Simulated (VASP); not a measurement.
The system is NaCl.

```
Na Cl
1.0
     3.50648    0.00000    0.00000
     0.00000    3.50648    0.00000
     0.00000    0.00000    3.50648
Na Cl
1 1
Direct
  0.00000 0.00000 0.00000
  0.50000 0.50000 0.50000
```

| Quantity | Value |
| --- | --- |
| Program | VASP 6.6.1 |
| Task | relaxation of cell and atoms |
| Functional | r2SCAN |
| Potentials or basis | VASP PAW PBE potentials, release 64 (Na_pv, Cl) |
| Cutoff | 600 eV |
| k mesh | 6 × 6 × 6 |
| Occupations | fermi-dirac, width 0.02 eV |
| Spin | no spin polarisation |

At the start: pressure -1.3 GPa; volume 21.56 Å³/atom.

**Question.** How do energy, volume and symmetry change on relaxing?

**Answer.** Over 4 steps the energy falls by 4.6 meV/atom and the volume is 20.51 Å³/atom (-4.9 %); space group Pm-3m (No. 221, to 0.1 Å) before and after.

Step by step:
| step | energy change (eV) | largest force (eV/Å) | pressure (GPa) | volume (Å³) |
| --- | --- | --- | --- | --- |
| 1 | 0.0000 | 0.0000 | -1.31 | 43.11 |
| 2 | -0.0070 | 0.0000 | -0.67 | 42.02 |
| 3 | -0.0090 | 0.0000 | -0.22 | 41.35 |
| 4 | -0.0093 | 0.0000 | 0.02 | 41.02 |

Final structure:
```
Na Cl
1.0
     3.44878    0.00000    0.00000
     0.00000    3.44878    0.00000
     0.00000    0.00000    3.44878
Na Cl
1 1
Direct
  0.00000 0.00000 0.00000
  0.50000 0.50000 0.50000
```

Caveat: the PAW data sets were made with another functional, which shifts forces and pressure a little.
